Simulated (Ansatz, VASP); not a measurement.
# One calculation of P7Ru, two programs

```
P Ru
1.0
     0.00000    4.17870    4.17870
     4.17870    0.00000    4.17870
     4.17870    4.17870    0.00000
P Ru
7 1
Direct
  0.00000 0.00000 0.00000
  0.00000 0.50000 0.00000
  0.50000 0.00000 0.00000
  0.00000 0.50000 0.50000
  0.50000 0.00000 0.50000
  0.00000 0.00000 0.50000
  0.50000 0.50000 0.00000
  0.50000 0.50000 0.50000
```

Change from the starting cell: species swapped into the CuPt7 type (Fm-3m, No. 225).

Alike in both runs: task single point; functional PBE; k mesh 4 × 4 × 4; occupations gaussian, width 0.1 eV; no spin polarisation.

|  | VASP | Ansatz |
| --- | --- | --- |
| version | VASP 6.6.1 | Ansatz 0.2.0 |
| potentials or method | VASP PAW PBE potentials, release 64 (P, Ru_pv), cutoff 520 eV | scalar-relativistic, plane waves, PAW |
| valence electrons in the cell | 49 | 51 |

```tsv
	VASP	Ansatz	Ansatz less VASP
gap on the k mesh at the Fermi level (eV)	none	none	-
pressure (GPa)	-16.8	-16.7	+0.06
```

A gap of «none» marks a metal or a gap that the smearing closes. With one functional, cell and mesh, what is left measures potentials, basis and numerics. VASP's potentials hold 49 valence electrons a cell and Ansatz's 51, so a difference there can come from the potentials and not from the codes.
